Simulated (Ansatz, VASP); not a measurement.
Sb in VASP and in Ansatz

```
Sb
1.0
     0.00000    2.39571    2.39571
     2.39571    0.00000    2.39571
     2.39571    2.39571    0.00000
Sb
1
Direct
  0.00000 0.00000 0.00000
```

Alike in both runs: functional PBE; k mesh 16 × 16 × 16; occupations fermi-dirac, width 0.05 eV; no spin polarisation.

Ansatz relaxed the structure, and its values are those at the end. VASP's run is a single point on that final structure, the one shown.

|  | VASP | Ansatz |
| --- | --- | --- |
| version | VASP 6.6.1 | Ansatz 0.2.0 |
| potentials or method | VASP PAW PBE potentials, release 64 (Sb) | PAW with Ansatz's default frozen-core files, scalar-relativistic |
| plane-wave cutoff (eV) | 500 | 420 |
| valence electrons in the cell | 5 | 15 |

Ansatz gave:

| Item | Value |
| --- | --- |
| pressure (GPa) | 0.0 |

Problem. What did VASP give for the same quantities?

Solution. Pressure (GPa): -0.1.

VASP's potentials hold 5 valence electrons a cell and Ansatz's 15, so a difference there can come from the potentials and not from the codes.

Neither program's run includes spin-orbit coupling.
